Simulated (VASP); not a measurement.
# Si in VASP: further runs

Si is run at these levels: PBE; tasks: single point, relaxation of cell and atoms.

Program: VASP 6.6.1. These are calculated values, not measurements. Logs are shortened: lines on timing, memory, paths and dates and some standing lists are left out, and cuts for length are marked.

## 1. The cell of the first run

It takes space group P6_3/mmc (No. 194, hexagonal). The conventional cell has a = 3.862 Å, b = 3.862 Å, c = 18.989 Å, α = 90.00°, β = 90.00°, γ = 120.00°. Within 3.1 Å of Si (site symmetry 3m) lie 4 Si at 2.37 to 2.39 Å. Within 3.1 Å of Si (site symmetry 3m) lie 4 Si at 2.37 Å. Si (site symmetry 3m) has 4 Si at 2.37 Å within 3.1 Å.

This isn't the form of Si at room conditions, which is diamond.

## 2. Single point, PBE

Input file INCAR:

```
SYSTEM = Si
PREC = Accurate ; ENCUT = 520
EDIFF = 1E-7 ; ISMEAR = 0
SIGMA = 0.1 ; LREAL = .False.
LASPH = .True. ; NELM = 80
ALGO = Normal ; ISIF = 2
LWAVE = .False. ; LCHARG = .True.
GGA = PE ; LELF = .True.
LVHAR = .True. ; NBANDS = 36
```

Input file KPOINTS:

```
Automatic mesh
0
Gamma
  6 6 1
  0 0 0
```

Input file POSCAR:

```
Si
1.0
    3.8619381813      0.0000000000      0.0000000000
   -1.9309690907      3.3445365728      0.0000000000
    0.0000000000      0.0000000000     18.9894711110
Si
12
Direct
    1.0000000000      0.0000000000      0.8128172537
    1.0000000000      0.0000000000      0.3128172537
    0.3333333333      0.6666666667      0.9791894471
    0.6666666667      0.3333333333      0.4791894471
    0.3333333333      0.6666666667      0.6453900324
    0.6666666667      0.3333333333      0.1453900324
    0.0000000000      0.0000000000      0.6871827463
    0.0000000000      0.0000000000      0.1871827463
    0.3333333333      0.6666666667      0.8546099676
    0.6666666667      0.3333333333      0.3546099676
    0.3333333333      0.6666666667      0.5208105529
    0.6666666667      0.3333333333      0.0208105529
```

Potentials or basis: VASP PAW PBE potentials, release 64 (Si).

On the command line:

```console
$ cat potpaw_PBE.64/Si/POTCAR > POTCAR
$ mpirun -np 1 vasp_std > vasp.out
```

OUTCAR:

```text
SYSTEM = Si
   PREC = Accurate
   ENCUT = 520
   EDIFF = 1E-7
   ISMEAR = 0
   LREAL = .False.
   LASPH = .True.
   NELM = 80
   ISIF = 2
   GGA = PE

 ion  position               nearest neighbor table
   1  0.000  0.000  0.813-   9 2.37   9 2.37   9 2.37   7 2.39
   2  0.000  0.000  0.313-  10 2.37  10 2.37  10 2.37   8 2.39
   3  0.333  0.667  0.979-  12 2.37  12 2.37  12 2.37   9 2.37
   4  0.667  0.333  0.479-  11 2.37  11 2.37  11 2.37  10 2.37
   5  0.333  0.667  0.645-  11 2.37   7 2.37   7 2.37   7 2.37
   6  0.667  0.333  0.145-  12 2.37   8 2.37   8 2.37   8 2.37
   7  0.000  0.000  0.687-   5 2.37   5 2.37   5 2.37   1 2.39
   8  0.000  0.000  0.187-   6 2.37   6 2.37   6 2.37   2 2.39
   9  0.333  0.667  0.855-   3 2.37   1 2.37   1 2.37   1 2.37
  10  0.667  0.333  0.355-   4 2.37   2 2.37   2 2.37   2 2.37
  11  0.333  0.667  0.521-   4 2.37   4 2.37   4 2.37   5 2.37
  12  0.667  0.333  0.021-   3 2.37   3 2.37   3 2.37   6 2.37

  LATTYP: Found a hexagonal cell.
 ALAT       =     3.8619381813
 C/A-ratio  =     4.9170831379

  Lattice vectors:

 A1 = (   3.8619381813,   0.0000000000,   0.0000000000)
 A2 = (  -1.9309690907,   3.3445365728,   0.0000000000)
 A3 = (   0.0000000000,   0.0000000000,  18.9894711110)

Analysis of symmetry for initial positions (statically):
=====================================================================
 Subroutine PRICEL returns:
 Original cell was already a primitive cell.

 Routine SETGRP: Setting up the symmetry group for a
 hexagonal supercell.

 Subroutine GETGRP returns: Found 24 space group operations
 (whereof 12 operations were pure point group operations)
 out of a pool of 24 trial point group operations.

The static configuration has the point symmetry D_3d.
 The point group associated with its full space group is D_6h.

Analysis of symmetry for dynamics (positions and initial velocities):
=====================================================================
 Subroutine PRICEL returns:
 Original cell was already a primitive cell.

 Routine SETGRP: Setting up the symmetry group for a
 hexagonal supercell.

 Subroutine GETGRP returns: Found 24 space group operations
 (whereof 12 operations were pure point group operations)
 out of a pool of 24 trial point group operations.

The dynamic configuration has the point symmetry D_3d.
 The point group associated with its full space group is D_6h.

 Subroutine INISYM returns: Found 24 space group operations
 (whereof 12 operations are pure point group operations),
 and found     1 'primitive' translations

----------------------------------------------------------------------------------------

                                     Primitive cell

  volume of cell :     245.2755

  direct lattice vectors                    reciprocal lattice vectors
     3.861938181  0.000000000  0.000000000     0.258937340  0.149497543  0.000000000
    -1.930969091  3.344536573  0.000000000     0.000000000  0.298995086  0.000000000
     0.000000000  0.000000000 18.989471111     0.000000000  0.000000000  0.052660761

  length of vectors
     3.861938181  3.861938181 18.989471111     0.298995086  0.298995086  0.052660761

  position of ions in fractional coordinates (direct lattice)
     0.000000000  0.000000000  0.812817254
     0.000000000  0.000000000  0.312817254
     0.333333333  0.666666667  0.979189447
     0.666666667  0.333333333  0.479189447
     0.333333333  0.666666667  0.645390032
     0.666666667  0.333333333  0.145390032
     0.000000000  0.000000000  0.687182746
     0.000000000  0.000000000  0.187182746
     0.333333333  0.666666667  0.854609968
     0.666666667  0.333333333  0.354609968
     0.333333333  0.666666667  0.520810553
     0.666666667  0.333333333  0.020810553

  ion indices of the primitive-cell ions
   primitive index   ion index
                 1           1
                 2           2
                 3           3
                 4           4
                 5           5
                 6           6
                 7           7
                 8           8
                 9           9
                10          10
                11          11
                12          12

----------------------------------------------------------------------------------------

 KPOINTS: Automatic mesh

Automatic generation of k-mesh.
 Grid dimensions read from file:
 generate k-points for:    6    6    1

 Generating k-lattice:

  Cartesian coordinates                     Fractional coordinates (reciprocal lattice)
     0.043156223  0.024916257  0.000000000     0.166666667  0.000000000  0.000000000
     0.000000000  0.049832514  0.000000000     0.000000000  0.166666667  0.000000000
     0.000000000  0.000000000  0.052660761     0.000000000  0.000000000  1.000000000

  Length of vectors
     0.049832514  0.049832514  0.052660761

  Shift w.r.t. Gamma in fractional coordinates (k-lattice)
     0.000000000  0.000000000  0.000000000

 Subroutine IBZKPT returns following result:
 ===========================================

 Found      7 irreducible k-points:

 Following reciprocal coordinates:
            Coordinates               Weight
  0.000000  0.000000  0.000000      1.000000
  0.166667  0.000000  0.000000      6.000000
  0.333333  0.000000  0.000000      6.000000
  0.500000  0.000000  0.000000      3.000000
  0.166667  0.166667  0.000000      6.000000
  0.333333  0.166667  0.000000     12.000000
  0.333333  0.333333  0.000000      2.000000
   k-points           NKPTS =      7   k-points in BZ     NKDIM =      7   number of bands    NBANDS=     36
   number of dos      NEDOS =    301   number of ions     NIONS =     12
   total plane-waves  NPLWV = 129600
   dimension x,y,z NGX =    30 NGY =   30 NGZ =  144
   dimension x,y,z NGXF=    60 NGYF=   60 NGZF=  288
   ions per type =              12
   NGX,Y,Z   is equivalent  to a cutoff of  12.91, 12.91, 12.61 a.u.
   NGXF,Y,Z  is equivalent  to a cutoff of  25.83, 25.83, 25.21 a.u.
 SYSTEM =  Si
   PREC   = accura    normal or accurate (medium, high low for compatibility)
   ISTART =      0    job   : 0-new  1-cont  2-samecut
   ICHARG =      2    charge: 1-file 2-atom 10-const
   ISPIN  =      1    spin polarized calculation?
   LNONCOLLINEAR =      F non collinear calculations
   LSORBIT =      F    spin-orbit coupling
   LASPH  =      T    aspherical Exc in radial PAW
   ENCUT  =  520.0 eV  38.22 Ry    6.18 a.u.   7.18  7.18 35.31*2*pi/ulx,y,z
   NELM   =     80;   NELMIN=  2; NELMDL= -5     # of ELM steps
   EDIFF  = 0.1E-06   stopping-criterion for ELM
   LREAL  =      F    real-space projection
   EDIFFG = 0.1E-05   stopping-criterion for IOM
   NSW    =      0    number of steps for IOM
   IBRION =     -1    ionic relax: 0-MD 1-quasi-New 2-CG
   NFREE  =      0    steps in history (QN), initial steepest desc. (CG)
   ISIF   =      2    stress and relaxation
   ISYM   =      2    0-nonsym 1-usesym 2-fastsym
   POTIM  = 0.5000    time-step for ionic-motion
   TEBEG  =    0.0;   TEEND  =   0.0 temperature during run
   PSTRESS=    0.0 pullay stress
   NELECT =      48.0000    total number of electrons
   NUPDOWN=      -1.0000    fix difference up-down
   EMIN   =  10.00;   EMAX   =-10.00  energy-range for DOS
   EFERMI =   0.00;   METHOD = LEGACY
   ISMEAR =     0;   SIGMA  =   0.10  broadening in eV -4-tet -1-fermi 0-gaus
   EFERMI_NEDOS =   21; number of points for ismear=-14 and -15
   IALGO  =     38    algorithm
   IMIX   =      4    mixing-type and parameters
     AMIX     =   0.40;   BMIX     =  1.00
     AMIX_MAG =   1.60;   BMIX_MAG =  1.00
  volume/ion in A,a.u.               =      20.44       137.93
  Fermi-wavevector in a.u.,A,eV,Ry     =   0.950467  1.796123 12.291342  0.903388
  Thomas-Fermi vector in A             =   2.078847
   LORBIT       =      0    0 simple, 1 ext, 2 COOP (PROOUT), +10 PAW based schemes
   GGA     = PE    functional components
   LHFCALC =     F    Hartree Fock is set to
   AEXX    =    0.0000 exact exchange contribution
   IVDW    =     0    specifies the selected vdW correction
   LEPSILON=     F    determine dielectric tensor
   LRPA    =     F    only Hartree local field effects (RPA)
 non-spin polarized calculation
 Gauss-broadening in eV      SIGMA  =   0.10
  energy-cutoff  :      520.00
  volume of cell :      245.28
 maximum number of plane-waves:      6645
 NGX is ok and might be reduce to    30
   NGX = 15   NGY = 15   NGZ = 71

 number of electron      48.0000002 magnetization

 Free energy of the ion-electron system (eV)
  ---------------------------------------------------
  ext. energy  EPLUGINS =         0.00000000
  ---------------------------------------------------
  free energy    TOTEN  =       -64.98949922 eV

  energy without entropy =      -64.98949863  energy(sigma->0) =      -64.98949892

 E-fermi :   6.0028     XC(G=0):  -9.3249

 val. band max:        5.6980672961   @ k =   0.0000   0.0000   0.0000
 cond. band min:       6.3137904029   @ k =   0.5000   0.0000   0.0000
 fundamental gap:      0.6157231069
 Fermi energy:         6.0027583453

 k-point     1 :       0.0000    0.0000    0.0000
  band No.  band energies     occupation
      1      -6.2009      2.00000
      2      -5.8535      2.00000
      3      -5.8406      2.00000
      4      -4.8574      2.00000
      5      -4.8520      2.00000
      6      -3.9315      2.00000
[... 28 lines left out ...]
     35       8.8265      0.00000
     36       8.8380      0.00000

 k-point     2 :       0.1667    0.0000    0.0000
  band No.  band energies     occupation
      1      -5.8845      2.00000
      2      -5.5386      2.00000
      3      -5.5271      2.00000
      4      -4.5464      2.00000
      5      -4.5430      2.00000
      6      -3.6126      2.00000
[... 28 lines left out ...]
     35       9.4585      0.00000
     36       9.5066      0.00000

 k-point     3 :       0.3333    0.0000    0.0000
  band No.  band energies     occupation
      1      -4.9778      2.00000
      2      -4.6411      2.00000
      3      -4.6395      2.00000
      4      -3.6933      2.00000
      5      -3.6823      2.00000
      6      -2.7137      2.00000
[... 28 lines left out ...]
     35       9.4580      0.00000
     36       9.6405      0.00000

 k-point     4 :       0.5000    0.0000    0.0000
  band No.  band energies     occupation
      1      -3.9730      2.00000
      2      -3.8009      2.00000
      3      -3.6993      2.00000
      4      -3.1746      2.00000
      5      -3.0480      2.00000
      6      -2.2644      2.00000
[... 28 lines left out ...]
     35       8.9794      0.00000
     36      10.0793      0.00000

 k-point     5 :       0.1667    0.1667    0.0000
  band No.  band energies     occupation
      1      -5.2688      2.00000
      2      -4.9278      2.00000
      3      -4.9207      2.00000
      4      -3.9530      2.00000
      5      -3.9507      2.00000
      6      -2.9937      2.00000
[... 28 lines left out ...]
     35       9.5536      0.00000
     36       9.5990      0.00000

 k-point     6 :       0.3333    0.1667    0.0000
  band No.  band energies     occupation
      1      -4.1572      2.00000
      2      -3.8699      2.00000
      3      -3.8478      2.00000
      4      -3.0702      2.00000
      5      -3.0232      2.00000
      6      -2.0672      2.00000
[... 28 lines left out ...]
     35       9.4677      0.00000
     36       9.4934      0.00000

 k-point     7 :       0.3333    0.3333    0.0000
  band No.  band energies     occupation
      1      -3.0699      2.00000
      2      -3.0699      2.00000
      3      -2.9689      2.00000
      4      -2.9594      2.00000
      5      -2.9302      2.00000
      6      -2.9302      2.00000
[... 28 lines left out ...]
     35      11.3883      0.00000
     36      11.4236      0.00000

------------------------ aborting loop because EDIFF is reached ----------------------------------------

  FORCE on cell =-STRESS in cart. coord.  units (eV):
  Direction    XX          YY          ZZ          XY          YZ          ZX
  --------------------------------------------------------------------------------------
  -------------------------------------------------------------------------------------
  Total        0.0918372      0.0918372     -0.3647565     -0.0000000      0.0000000      0.0000000
  in kB        0.5998949      0.5998949     -2.3826459     -0.0000000      0.0000000      0.0000000
  external PRESSURE =      -0.3942854 kB  Pullay stress =       0.0000000 kB

 VOLUME and BASIS-vectors are now :
 -----------------------------------------------------------------------------
  energy-cutoff  :      520.00
  volume of cell :      245.28
      direct lattice vectors                 reciprocal lattice vectors
     3.861938181  0.000000000  0.000000000     0.258937340  0.149497543  0.000000000
    -1.930969091  3.344536573  0.000000000     0.000000000  0.298995086  0.000000000
     0.000000000  0.000000000 18.989471111     0.000000000  0.000000000  0.052660761

 POSITION                                       TOTAL-FORCE (eV/Angst)
 -----------------------------------------------------------------------------------
      0.00000      0.00000     15.43497        -0.000000      0.000000      0.014913
      0.00000      0.00000      5.94023         0.000000     -0.000000      0.014913
     -0.00000      2.22969     18.59429        -0.000000      0.000000      0.003746
      1.93097      1.11485      9.09955         0.000000     -0.000000      0.003746
     -0.00000      2.22969     12.25562        -0.000000      0.000000      0.001757
      1.93097      1.11485      2.76088        -0.000000     -0.000000      0.001757
      0.00000      0.00000     13.04924        -0.000000      0.000000     -0.014913
      0.00000      0.00000      3.55450         0.000000     -0.000000     -0.014913
     -0.00000      2.22969     16.22859        -0.000000      0.000000     -0.001757
      1.93097      1.11485      6.73386         0.000000     -0.000000     -0.001757
     -0.00000      2.22969      9.88992        -0.000000     -0.000000     -0.003746
      1.93097      1.11485      0.39518         0.000000     -0.000000     -0.003746
 -----------------------------------------------------------------------------------
    total drift:                               -0.000000      0.000000      0.000000

  FREE ENERGIE OF THE ION-ELECTRON SYSTEM (eV)
  ---------------------------------------------------
  free  energy   TOTEN  =       -64.9894992188 eV

  energy  without entropy=      -64.9894986303  energy(sigma->0) =      -64.98949892
```

It took 2.4 min on 1 thread of Intel Xeon 8259CL, shared host; peak memory 0.36 GiB.

Results:

- Free energy: -64.9895 eV
- Pressure: 0.0 GPa
- Largest force: 0.015 eV/Å
- Band gap on the k mesh: 0.62 eV (least direct gap 1.29 eV)

Forces in eV/Å, atoms in the order of the input:
```
Si   0.000  0.000  0.015
Si   0.000  0.000  0.015
Si   0.000  0.000  0.004
Si   0.000  0.000  0.004
Si   0.000  0.000  0.002
Si   0.000  0.000  0.002
Si   0.000  0.000 -0.015
Si   0.000  0.000 -0.015
Si   0.000  0.000 -0.002
Si   0.000  0.000 -0.002
Si   0.000  0.000 -0.004
Si   0.000  0.000 -0.004
```

Caveat: semilocal functionals underestimate gaps, and a narrow one can read as zero.

(Continued in part 2 of 2.)
